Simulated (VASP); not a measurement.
# InAg2F5 (P6/mmm) in VASP: a series of runs

The runs below take InAg2F5 through single point, with PBE.

Program: VASP 6.6.1. These are calculated values, not measurements. Logs are shortened: lines on timing, memory, paths and dates and some standing lists are left out, and cuts for length are marked.

### Step 1. The cell of the first run

It takes space group P6/mmm (No. 191, hexagonal). Conventional cell: a = 4.575 Å, b = 4.575 Å, c = 6.496 Å, α = 90.00°, β = 90.00°, γ = 120.00°. Within 3.8 Å of In (site symmetry 6/mmm) lie 14 F at 2.90 to 3.25 Å. Within 2.7 Å of Ag (site symmetry -6m2) lie 5 F at 2.04 to 2.64 Å and 3 Ag at 2.64 Å. Within 2.7 Å of F (site symmetry 3m) lie 1 Ag at 2.04 Å and 4 F at 2.41 to 2.64 Å. F (site symmetry 6/mmm) has 6 Ag at 2.64 Å and 2 In at 3.25 Å and 12 F at 3.34 Å within 3.5 Å.

### Step 2. Single point, PBE

Input file INCAR:

```
SYSTEM = InAg2F5
PREC = Accurate
ENCUT = 520
EDIFF = 1E-6
ISMEAR = 0
SIGMA = 0.1
LREAL = .False.
LASPH = .True.
NELM = 60
ALGO = Normal
ISIF = 2
LWAVE = .False.
LCHARG = .True.
GGA = PE
LELF = .True.
LVHAR = .True.
NBANDS = 45
```

Input file KPOINTS:

```
Automatic mesh
0
Gamma
  6 6 4
  0 0 0
```

Input file POSCAR:

```
InAg2F5
1.0
    4.5753812051      0.0000000000      0.0000000000
   -2.2876906025      3.9623963556      0.0000000000
    0.0000000000      0.0000000000      6.4964989496
In Ag F
1 2 5
Direct
    0.0000000000      0.0000000000      0.5000000000
    0.3333333333      0.6666666667      0.0000000000
    0.6666666667      0.3333333333      0.0000000000
    0.3333333333      0.6666666667      0.6857710567
    0.6666666667      0.3333333333      0.6857710567
    0.6666666667      0.3333333333      0.3142289433
    0.3333333333      0.6666666667      0.3142289433
    0.0000000000      0.0000000000      0.0000000000
```

Potentials or basis: VASP PAW PBE potentials, release 64 (In_d, Ag, F).

On the command line:

```bash
$ cat potpaw_PBE.64/In_d/POTCAR potpaw_PBE.64/Ag/POTCAR potpaw_PBE.64/F/POTCAR > POTCAR
$ mpirun -np 1 vasp_std > vasp.out
```

OUTCAR:

```text
SYSTEM = InAg2F5
   PREC = Accurate
   ENCUT = 520
   EDIFF = 1E-6
   ISMEAR = 0
   LREAL = .False.
   LASPH = .True.
   NELM = 60
   ISIF = 2
   GGA = PE

 ion  position               nearest neighbor table
   1  0.000  0.000  0.500-   4 2.90   5 2.90   6 2.90   7 2.90   4 2.90   7 2.90   5 2.90   6 2.90
                             5 2.90   6 2.90   4 2.90   7 2.90
   2  0.333  0.667  0.000-   4 2.04   7 2.04   8 2.64   3 2.64   3 2.64   8 2.64   8 2.64   3 2.64

   3  0.667  0.333  0.000-   5 2.04   6 2.04   8 2.64   2 2.64   2 2.64   8 2.64   8 2.64   2 2.64

   4  0.333  0.667  0.686-   2 2.04   1 2.90   1 2.90   1 2.90
   5  0.667  0.333  0.686-   3 2.04   1 2.90   1 2.90   1 2.90
   6  0.667  0.333  0.314-   3 2.04   1 2.90   1 2.90   1 2.90
   7  0.333  0.667  0.314-   2 2.04   1 2.90   1 2.90   1 2.90
   8  0.000  0.000  0.000-   2 2.64   3 2.64   2 2.64   3 2.64   3 2.64   2 2.64

  LATTYP: Found a hexagonal cell.
 ALAT       =     4.5753812051
 C/A-ratio  =     1.4198814609

  Lattice vectors:

 A1 = (   4.5753812051,   0.0000000000,   0.0000000000)
 A2 = (  -2.2876906025,   3.9623963556,   0.0000000000)
 A3 = (   0.0000000000,   0.0000000000,   6.4964989496)

Analysis of symmetry for initial positions (statically):
=====================================================================
 Subroutine PRICEL returns:
 Original cell was already a primitive cell.

 Routine SETGRP: Setting up the symmetry group for a
 hexagonal supercell.

 Subroutine GETGRP returns: Found 24 space group operations
 (whereof 24 operations were pure point group operations)
 out of a pool of 24 trial point group operations.

The static configuration has the point symmetry D_6h.

Analysis of symmetry for dynamics (positions and initial velocities):
=====================================================================
 Subroutine PRICEL returns:
 Original cell was already a primitive cell.

 Routine SETGRP: Setting up the symmetry group for a
 hexagonal supercell.

 Subroutine GETGRP returns: Found 24 space group operations
 (whereof 24 operations were pure point group operations)
 out of a pool of 24 trial point group operations.

The dynamic configuration has the point symmetry D_6h.

 Subroutine INISYM returns: Found 24 space group operations
 (whereof 24 operations are pure point group operations),
 and found     1 'primitive' translations

----------------------------------------------------------------------------------------

                                     Primitive cell

  volume of cell :     117.7781

  direct lattice vectors                    reciprocal lattice vectors
     4.575381205  0.000000000  0.000000000     0.218561024  0.126186266  0.000000000
    -2.287690603  3.962396356  0.000000000     0.000000000  0.252372532  0.000000000
     0.000000000  0.000000000  6.496498950     0.000000000  0.000000000  0.153929064

  length of vectors
     4.575381205  4.575381205  6.496498950     0.252372532  0.252372532  0.153929064

  position of ions in fractional coordinates (direct lattice)
     0.000000000  0.000000000  0.500000000
     0.333333333  0.666666667  0.000000000
     0.666666667  0.333333333  0.000000000
     0.333333333  0.666666667  0.685771057
     0.666666667  0.333333333  0.685771057
     0.666666667  0.333333333  0.314228943
     0.333333333  0.666666667  0.314228943
     0.000000000  0.000000000  0.000000000

  ion indices of the primitive-cell ions
   primitive index   ion index
                 1           1
                 2           2
                 3           3
                 4           4
                 5           5
                 6           6
                 7           7
                 8           8

----------------------------------------------------------------------------------------

 KPOINTS: Automatic mesh

Automatic generation of k-mesh.
 Grid dimensions read from file:
 generate k-points for:    6    6    4

 Generating k-lattice:

  Cartesian coordinates                     Fractional coordinates (reciprocal lattice)
     0.036426837  0.021031044  0.000000000     0.166666667 -0.000000000  0.000000000
     0.000000000  0.042062089  0.000000000     0.000000000  0.166666667  0.000000000
     0.000000000  0.000000000  0.038482266     0.000000000  0.000000000  0.250000000

  Length of vectors
     0.042062089  0.042062089  0.038482266

  Shift w.r.t. Gamma in fractional coordinates (k-lattice)
     0.000000000  0.000000000  0.000000000

 Subroutine IBZKPT returns following result:
 ===========================================

 Found     21 irreducible k-points:

 Following reciprocal coordinates:
            Coordinates               Weight
  0.000000  0.000000  0.000000      1.000000
  0.166667  0.000000  0.000000      6.000000
  0.333333  0.000000  0.000000      6.000000
  0.500000 -0.000000  0.000000      3.000000
  0.166667  0.166667  0.000000      6.000000
  0.333333  0.166667  0.000000     12.000000
[... 13 lines left out ...]
  0.333333  0.166667  0.500000     12.000000
  0.333333  0.333333  0.500000      2.000000
   k-points           NKPTS =     21   k-points in BZ     NKDIM =     21   number of bands    NBANDS=     45
   number of dos      NEDOS =    301   number of ions     NIONS =      8
   total plane-waves  NPLWV =  62208
   dimension x,y,z NGX =    36 NGY =   36 NGZ =   48
   dimension x,y,z NGXF=    72 NGYF=   72 NGZF=   96
   ions per type =               1   2   5
   NGX,Y,Z   is equivalent  to a cutoff of  13.08, 13.08, 12.28 a.u.
   NGXF,Y,Z  is equivalent  to a cutoff of  26.16, 26.16, 24.57 a.u.
 SYSTEM =  InAg2F5
   PREC   = accura    normal or accurate (medium, high low for compatibility)
   ISTART =      0    job   : 0-new  1-cont  2-samecut
   ICHARG =      2    charge: 1-file 2-atom 10-const
   ISPIN  =      1    spin polarized calculation?
   LNONCOLLINEAR =      F non collinear calculations
   LSORBIT =      F    spin-orbit coupling
   LASPH  =      T    aspherical Exc in radial PAW
   ENCUT  =  520.0 eV  38.22 Ry    6.18 a.u.   8.51  8.51 12.08*2*pi/ulx,y,z
   NELM   =     60;   NELMIN=  2; NELMDL= -5     # of ELM steps
   EDIFF  = 0.1E-05   stopping-criterion for ELM
   LREAL  =      F    real-space projection
   EDIFFG = 0.1E-04   stopping-criterion for IOM
   NSW    =      0    number of steps for IOM
   IBRION =     -1    ionic relax: 0-MD 1-quasi-New 2-CG
   NFREE  =      0    steps in history (QN), initial steepest desc. (CG)
   ISIF   =      2    stress and relaxation
   ISYM   =      2    0-nonsym 1-usesym 2-fastsym
   POTIM  = 0.5000    time-step for ionic-motion
   TEBEG  =    0.0;   TEEND  =   0.0 temperature during run
   PSTRESS=    0.0 pullay stress
   NELECT =      70.0000    total number of electrons
   NUPDOWN=      -1.0000    fix difference up-down
   EMIN   =  10.00;   EMAX   =-10.00  energy-range for DOS
   EFERMI =   0.00;   METHOD = LEGACY
   ISMEAR =     0;   SIGMA  =   0.10  broadening in eV -4-tet -1-fermi 0-gaus
   EFERMI_NEDOS =   21; number of points for ismear=-14 and -15
   IALGO  =     38    algorithm
   IMIX   =      4    mixing-type and parameters
     AMIX     =   0.40;   BMIX     =  1.00
     AMIX_MAG =   1.60;   BMIX_MAG =  1.00
  volume/ion in A,a.u.               =      14.72        99.35
  Fermi-wavevector in a.u.,A,eV,Ry     =   1.376425  2.601067 25.776872  1.894547
  Thomas-Fermi vector in A             =   2.501671
   LORBIT       =      0    0 simple, 1 ext, 2 COOP (PROOUT), +10 PAW based schemes
   GGA     = PE    functional components
   LHFCALC =     F    Hartree Fock is set to
   AEXX    =    0.0000 exact exchange contribution
   IVDW    =     0    specifies the selected vdW correction
   LEPSILON=     F    determine dielectric tensor
   LRPA    =     F    only Hartree local field effects (RPA)
 non-spin polarized calculation
 Gauss-broadening in eV      SIGMA  =   0.10
  energy-cutoff  :      520.00
  volume of cell :      117.78
 maximum number of plane-waves:      3204
 NGX is ok and might be reduce to    36
   NGX = 17   NGY = 17   NGZ = 25

 number of electron      69.9999983 magnetization

 Free energy of the ion-electron system (eV)
  ---------------------------------------------------
  ext. energy  EPLUGINS =         0.00000000
  ---------------------------------------------------
  free energy    TOTEN  =       -26.04407305 eV

  energy without entropy =      -26.00950029  energy(sigma->0) =      -26.02678667

 E-fermi :   2.4388     XC(G=0): -10.1934

 val. band max:        2.4365896372   @ k =   0.3333   0.1667   0.0000
 cond. band min:       2.4475494210   @ k =   0.3333   0.0000   0.2500
 fundamental gap:      0.0109597838
 Fermi energy:         2.4388178933

 k-point     1 :       0.0000    0.0000    0.0000
  band No.  band energies     occupation
      1     -19.4704      2.00000
      2     -19.0325      2.00000
      3     -18.8959      2.00000
      4     -18.6603      2.00000
      5     -18.5313      2.00000
      6     -11.1255      2.00000
[... 37 lines left out ...]
     44      14.8978      0.00000
     45      15.1839      0.00000

 k-point     2 :       0.1667    0.0000    0.0000
  band No.  band energies     occupation
      1     -19.4350      2.00000
      2     -19.0042      2.00000
      3     -18.9308      2.00000
      4     -18.6587      2.00000
      5     -18.5620      2.00000
      6     -11.1237      2.00000
[... 37 lines left out ...]
     44      14.4206      0.00000
     45      15.6303      0.00000

 k-point     3 :       0.3333    0.0000    0.0000
  band No.  band energies     occupation
      1     -19.3446      2.00000
      2     -19.0198      2.00000
      3     -18.9309      2.00000
      4     -18.6559      2.00000
      5     -18.6401      2.00000
      6     -11.1204      2.00000
[... 853 lines left out ...]
     44      14.6284      0.00000
     45      14.9617      0.00000

 k-point    21 :       0.3333    0.3333    0.5000
  band No.  band energies     occupation
      1     -19.0781      2.00000
      2     -19.0781      2.00000
      3     -18.8993      2.00000
      4     -18.8993      2.00000
      5     -18.6548      2.00000
      6     -11.1206      2.00000
[... 37 lines left out ...]
     44      14.0222      0.00000
     45      14.7345      0.00000

------------------------ aborting loop because EDIFF is reached ----------------------------------------

  FORCE on cell =-STRESS in cart. coord.  units (eV):
  Direction    XX          YY          ZZ          XY          YZ          ZX
  --------------------------------------------------------------------------------------
  -------------------------------------------------------------------------------------
  Total       -0.2835268     -0.2835268     -0.1710646     -0.0000000      0.0000000     -0.0000000
  in kB       -3.8569162     -3.8569162     -2.3270522     -0.0000000      0.0000000     -0.0000000
  external PRESSURE =      -3.3469615 kB  Pullay stress =       0.0000000 kB

 VOLUME and BASIS-vectors are now :
 -----------------------------------------------------------------------------
  energy-cutoff  :      520.00
  volume of cell :      117.78
      direct lattice vectors                 reciprocal lattice vectors
     4.575381205  0.000000000  0.000000000     0.218561024  0.126186266  0.000000000
    -2.287690603  3.962396356  0.000000000     0.000000000  0.252372532  0.000000000
     0.000000000  0.000000000  6.496498950     0.000000000  0.000000000  0.153929064

 POSITION                                       TOTAL-FORCE (eV/Angst)
 -----------------------------------------------------------------------------------
      0.00000      0.00000      3.24825         0.000000      0.000000      0.000000
     -0.00000      2.64160      0.00000         0.000000      0.000000      0.000000
      2.28769      1.32080      0.00000         0.000000      0.000000     -0.000000
     -0.00000      2.64160      4.45511         0.000000     -0.000000     -0.029229
      2.28769      1.32080      4.45511        -0.000000      0.000000     -0.029229
      2.28769      1.32080      2.04139        -0.000000      0.000000      0.029229
     -0.00000      2.64160      2.04139         0.000000     -0.000000      0.029229
      0.00000      0.00000      0.00000         0.000000      0.000000      0.000000
 -----------------------------------------------------------------------------------
    total drift:                               -0.000000      0.000000      0.000000

  FREE ENERGIE OF THE ION-ELECTRON SYSTEM (eV)
  ---------------------------------------------------
  free  energy   TOTEN  =       -26.0440730500 eV

  energy  without entropy=      -26.0095002897  energy(sigma->0) =      -26.02678667
```

It took 62 s on 1 thread of Intel Xeon 6975P-C (Granite Rapids), shared host; peak memory 0.29 GiB.

What came out:

| Item | Value |
| --- | --- |
| Free energy | -26.0441 eV |
| Pressure | -0.3 GPa |
| Largest force | 0.029 eV/Å |
| Band gap on the k mesh | zero (band 35 reaches 2.59 eV, above the bottom of band 36 at 2.22 eV) |

Forces on the atoms (eV/Å):
```
In   0.000  0.000  0.000
Ag   0.000  0.000  0.000
Ag   0.000  0.000  0.000
F    0.000  0.000 -0.029
F    0.000  0.000 -0.029
F    0.000  0.000  0.029
F    0.000  0.000  0.029
F    0.000  0.000  0.000
```

Caveat: spin-orbit coupling is left out, which moves the levels of the heavy elements.

(Part 1 of 3 ends here.)
